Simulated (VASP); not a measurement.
## Ir: single point with LDA

The system is Ir.

```
Ir
1.0
     0.00000    1.91970    1.94850
     1.91970    0.00000    1.94850
     1.91970    1.91970    0.00000
Ir
1
Direct
  0.00000 0.00000 0.00000
```

This cell differs from its parent crystal: strain +0.0150 x Voigt [0, 0, 1, 0, 0, 0].

* Program: VASP 6.6.1
* Task: single point
* Functional: LDA
* Potentials or basis: VASP PAW LDA potentials, release 64 (Ir_sv_GW)
* Cutoff: 560 eV
* k mesh: 8 × 8 × 8
* Occupations: gaussian, width 0.15 eV
* Spin: no spin polarisation
* Dipole correction: no
* Further INCAR settings: ALGO = Normal; EDIFF = 1e-06; NBANDS = 14

| Property | Result |
| --- | --- |
| Pressure | -12.6 GPa |
| Band gap on the k mesh | zero (an odd number of electrons rules out a gap without spin polarisation) |

Stress tensor (GPa, compression positive):
```
-10.90   0.00   0.00
  0.00 -10.90   0.00
  0.00   0.00 -16.05
```

Levels at points of the mesh, in eV from the Fermi level:
```
           k point  band 5  band 6  band 7  band 8  band 9  band 10  band 11  band 12
(0.00, 0.00, 0.00)  -10.97   -3.99   -3.79   -3.79   -1.32    -1.06    13.65    18.75
(0.50, 0.00, 0.00)   -7.99   -4.04   -3.84   -0.71    0.79     0.90     7.09    13.30
(0.50, 0.50, 0.00)   -7.78   -7.23    0.86    1.39    1.39     1.49    10.03    11.56
(0.50, 0.00, 0.50)   -7.76   -7.24    0.83    1.30    1.50     1.80    10.44    11.22
```

Run time: 11 s on 1 thread of Intel(R) Xeon(R) Platinum 8488C (Sapphire Rapids) (shared host), peak memory 0.14 GiB.

Caveat: the cell differs from its parent crystal (strain +0.0150 x Voigt [0, 0, 1, 0, 0, 0]); the stress differs along the axes, from -16 to -11 GPa; spin-orbit coupling is left out, which moves the levels of the heavy elements.
